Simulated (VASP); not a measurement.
Wanted: the native input for a VASP 6.6.1 run.

```yaml
Task: single point
Functional: PBEsol
Dispersion: D3(BJ)
Potentials_or_basis: VASP PAW PBE potentials, release 64 (Sn_d, O)
Cutoff: 600 eV
k_mesh: 12 × 12 × 10
Occupations: gaussian, width 0.15 eV
Spin: no spin polarisation
Dipole_correction: no
Further_INCAR_settings: ALGO = Normal; EDIFF = 1e-06; NBANDS = 28
```

The structure of SnO lies in POSCAR:

```
SnO
1.0
    3.7703910616      0.0282779330      0.0000000000
    0.0282779330      3.7703910616      0.0000000000
    0.0000000000      0.0000000000      4.5633702865
Sn O
2 2
Direct
    0.0000000000      0.5000000000      0.2532585894
    0.5000000000      0.0000000000      0.7467414106
    0.0000000000      0.0000000000      0.0000000000
    0.5000000000      0.5000000000      0.0000000000
```

This cell differs from its parent crystal: strain +0.0150 x Voigt [0, 0, 0, 0, 0, 1].

One way to write it, as run:

INCAR

```
PREC = Accurate ; ENCUT = 600
EDIFF = 1E-6 ; ISMEAR = 0
SIGMA = 0.15 ; LREAL = False
LASPH = True ; NELM = 120
ALGO = Normal ; ISIF = 2
LWAVE = False ; LCHARG = False
GGA = PS ; IVDW = 12
NBANDS = 28 ; GGA_COMPAT = False
```

KPOINTS

```
Automatic mesh
0
Gamma
  12 12 10
```

Potentials or basis: VASP PAW PBE potentials, release 64 (Sn_d, O).

Run with:

```sh
$ cat potpaw_PBE.64/Sn_d/POTCAR potpaw_PBE.64/O/POTCAR > POTCAR
$ mpirun -np 1 vasp_std > vasp.out
```

Results of the run:

The pressure is 0.2 GPa. The largest force is 0.091 eV/Å, the band gap on the k mesh is zero (bands 20 and 21 overlap by 0.49 eV) and the dispersion energy per atom is -0.233 eV.

Caveat: the cell differs from its parent crystal (strain +0.0150 x Voigt [0, 0, 0, 0, 0, 1]); semilocal functionals underestimate gaps, so a narrow gap can read as zero; the PAW data sets were made with another functional, which shifts forces and pressure a little; spin-orbit coupling is left out, which moves the levels of the heavy elements.

Wall time 11 min on 1 thread of Intel Xeon 8259CL, on a shared host, peak memory 0.54 GiB.
